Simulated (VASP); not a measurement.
Crystal: IrF.

```
CELL_PARAMETERS angstrom
2.60481 0.00000 0.00000
0.00000 2.60481 0.00000
0.00000 0.00000 3.21180
ATOMIC_POSITIONS crystal
Ir 0.50000 0.50000 0.50000
F 0.00000 0.00000 0.00000
```

| Property | Result |
| --- | --- |
| Program | VASP 6.6.1 |
| Task | relaxation of cell and atoms |
| Functional | PBE |
| Potentials or basis | VASP PAW PBE potentials, release 64 (Ir, F) |
| Cutoff | 600 eV |
| k mesh | 6 × 6 × 6 |
| Occupations | gaussian, width 0.1 eV |
| Spin | collinear spin, ferromagnetic start |
| Starting moments | [1.0, 0.0] μB |

At the start: pressure 38.2 GPa; volume 10.90 Å³/atom.

Question: Where does the relaxation end?

Answer: Over 6 steps the energy falls by 417.2 meV/atom and the volume is 12.85 Å³/atom (+17.9 %); space group P4/mmm (No. 123, to 0.05 Å); moment 0.38 μB per cell.

Step by step:
```tsv
step	energy change (eV)	largest force (eV/Å)	pressure (GPa)	volume (Å³)
1	0.0000	0.0000	38.23	21.79
2	-0.2625	0.0000	-16.50	31.00
3	-0.4976	0.0000	-2.34	26.48
4	-0.6606	0.0000	-5.05	26.25
5	-0.8342	0.0000	0.23	25.67
6	-0.8344	0.0000	-0.16	25.70
```

Final structure:
```
Ir F
1.0
     2.55261    0.00000    0.00000
     0.00000    2.55261    0.00000
     0.00000    0.00000    3.94422
Ir F
1 1
Direct
  0.50000 0.50000 0.50000
  0.00000 0.00000 0.00000
```

Caveat: the k points lie up to 0.41 Å⁻¹ apart in the final cell; the volume moved by over 15 % at a fixed basis, so the end points are rough.
